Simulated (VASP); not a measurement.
A run of VASP 6.6.1 is set up as follows.

POSCAR

```
KF
1.0
    0.0000000000      2.6735000000      2.6735000000
    2.6735000000      0.0000000000      2.6735000000
    2.6735000000      2.6735000000      0.0000000000
K F
1 1
Direct
   -0.0046755190      0.0046755190      0.0046755190
    0.5000000000      0.5000000000      0.5000000000
```

The input INCAR.step1:

```
SYSTEM = KF
PREC = Accurate ; ENCUT = 520
ISMEAR = 0 ; SIGMA = 0.05
LREAL = .FALSE. ; LASPH = .TRUE.
NELM = 100 ; NBANDS = 15
GGA = PE ; ALGO = Normal
EDIFF = 1E-4 ; LWAVE = .TRUE.
LCHARG = .FALSE.
```

Contents of INCAR.step2:

```
SYSTEM = KF
PREC = Accurate ; ENCUT = 520
EDIFF = 1E-6 ; ISMEAR = 0
SIGMA = 0.05 ; LREAL = .FALSE.
LASPH = .TRUE. ; NELM = 100
ALGO = Normal ; ISIF = 2
LWAVE = .FALSE. ; LCHARG = .FALSE.
METAGGA = R2SCAN ; LMIXTAU = .TRUE.
NBANDS = 15 ; ISTART = 1
```

KPOINTS

```
regular mesh
0
G
  8 8 8
  0 0 0
```

Potentials or basis: VASP PAW PBE potentials, release 64 (K_sv, F).

Command:

```bash
$ cat potpaw_PBE.64/K_sv/POTCAR potpaw_PBE.64/F/POTCAR > POTCAR
$ cp INCAR.step1 INCAR
$ mpirun -np 1 vasp_std > vasp.out
$ cp INCAR.step2 INCAR
$ mpirun -np 1 vasp_std > vasp.out
```

Task: Estimate the band gap on the k mesh.

Result: 6.82 eV.

Task: Estimate the largest force.

Result: 0.042 eV/Å.

Task: What does it give for the pressure?

Result: -0.6 GPa.

Forces in eV/Å, atoms in the order of the input:
```
K   -0.042  0.000  0.000
F    0.042  0.000  0.000
```

Caveat: the cell differs from its parent crystal (all K atoms moved +0.025 Å, as atom 1 along Cartesian [1 0 0]); the PAW data sets were made with another functional, which shifts forces and pressure a little. A k mesh can miss the band edges.
